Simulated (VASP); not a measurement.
Si: single point with PBE

Si:

```xyz
3
Lattice="0.0000 2.9232 2.9232 2.9232 0.0000 2.9232 2.9232 2.9232 0.0000" Properties=species:S:1:pos:R:3 pbc="T T T"
Si    1.4616    1.4616    1.4616
Si    2.9232    2.9232    2.9232
Si    4.3848    4.3848    4.3848
```

The cell was built from a structure type or drawn by symmetry, and may not be a known phase.

| Property | Result |
| --- | --- |
| Program | VASP 6.6.1 |
| Task | single point |
| Functional | PBE |
| Potentials or basis | VASP PAW PBE potentials, release 64 (Si) |
| Cutoff | 520 eV |
| k mesh | 6 × 6 × 6 |
| Occupations | gaussian, width 0.1 eV |
| Spin | no spin polarisation |
| Dipole correction | no |
| Further INCAR settings | ALGO = Normal; EDIFF = 1e-06; NBANDS = 13 |

```
Pressure               : -0.1 GPa
Band gap on the k mesh : zero (bands 6 and 7 overlap by 3.01 eV)
```

Levels at points of the mesh, in eV from the Fermi level:
```tsv
k point	band 4	band 5	band 6	band 7	band 8	band 9
(0.00, 0.00, 0.00)	-1.82	-1.82	-1.43	-1.43	-1.43	0.75
(0.50, 0.00, 0.00)	-3.23	-3.10	-1.06	-1.06	1.12	6.00
(0.50, 0.50, 0.00)	-5.20	-5.20	-1.71	4.65	4.65	6.88
```

Wall time 12 s on 1 thread of Intel Xeon 8259CL, on a shared host, peak memory 0.16 GiB.
